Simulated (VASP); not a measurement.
**Rb: relaxation of cell and atoms with PBE**

The system is Rb.

```xyz
1
Lattice="-2.8359 2.8359 2.8359 2.8359 -2.8359 2.8359 2.8359 2.8359 -2.8359" Properties=species:S:1:pos:R:3 pbc="T T T"
Rb    0.0000    0.0000    0.0000
```

```json
{
  "Program": "VASP 6.6.1",
  "Task": "relaxation of cell and atoms",
  "Functional": "PBE",
  "Potentials or basis": "VASP PAW PBE potentials, release 64 (Rb_sv)",
  "Cutoff": "600 eV",
  "k mesh": "10 × 10 × 10",
  "Occupations": "fermi-dirac, width 0.05 eV",
  "Spin": "no spin polarisation",
  "Dipole correction": "no",
  "Further INCAR settings": "ALGO = Normal; EDIFF = 1e-06; IBRION = 2; EDIFFG = -0.005; NSW = 60; ISIF = 3"
}
```

```
Pressure after relaxing : 0.0 GPa
Band gap on the k mesh  : zero (an odd number of electrons rules out a gap without spin polarisation)
```

Final structure:
```xyz
1
Lattice="-2.8359 2.8359 2.8359 2.8359 -2.8359 2.8359 2.8359 2.8359 -2.8359" Properties=species:S:1:pos:R:3 pbc="T T T"
Rb    0.0000    0.0000    0.0000
```

Levels at points of the mesh, in eV from the Fermi level:
```csv
k point,band 1,band 2,band 3,band 4,band 5,band 6,band 7,band 8
"(0.00, 0.00, 0.00)",-28.91,-12.95,-12.95,-12.95,-1.97,3.67,3.67,3.67
"(0.50, 0.00, 0.00)",-28.90,-13.04,-12.98,-12.95,0.24,0.78,2.58,4.25
"(0.50, 0.50, 0.50)",-28.90,-13.02,-13.02,-13.02,1.26,1.26,3.24,3.24
```

It took 16 s on 1 thread of Intel(R) Xeon(R) 6975P-C (Granite Rapids) (shared host), peak memory 0.24 GiB.
